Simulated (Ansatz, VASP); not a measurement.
## NaF in VASP and in Ansatz

```
Na F
1.0
     0.00000    2.32330    2.32330
     2.32330    0.00000    2.32330
     2.32330    2.32330    0.00000
Na F
1 1
Direct
  0.02174 0.02174 0.02174
  0.50000 0.50000 0.50000
```

Change from the starting cell: all Na atoms moved +0.175 Å, as atom 1 along Cartesian [1 1 1].

Alike in both runs: task single point; functional PBE; k mesh 8 × 8 × 8; occupations gaussian, width 0.05 eV; no spin polarisation.

```csv
,VASP,Ansatz
version,VASP 6.6.1,Ansatz 0.2.0
potentials or method,"VASP PAW PBE potentials, release 64 (Na_pv, F), cutoff 600 eV","scalar-relativistic, plane waves, PAW"
valence electrons in the cell,14,16
```

|  | VASP | Ansatz | Ansatz less VASP |
| --- | --- | --- | --- |
| gap on the k mesh at the Fermi level (eV) | 6.25 | 6.27 | +0.015 |
| least direct gap on the mesh (eV) | 6.25 | 6.27 | +0.015 |
| pressure (GPa) | 2.4 | 2.6 | +0.21 |
| traceless stress, the component that is largest in VASP (GPa) | -0.28 | -0.26 | +0.011 |
| rms of the force components (eV/Å) | 0.235 | 0.228 | -0.0074 |

Atom by atom the forces differ by 0.007 eV/Å (rms over components). With one functional, cell and mesh, what is left measures potentials, basis and numerics. VASP's potentials hold 14 valence electrons a cell and Ansatz's 16, so a difference there can come from the potentials and not from the codes.
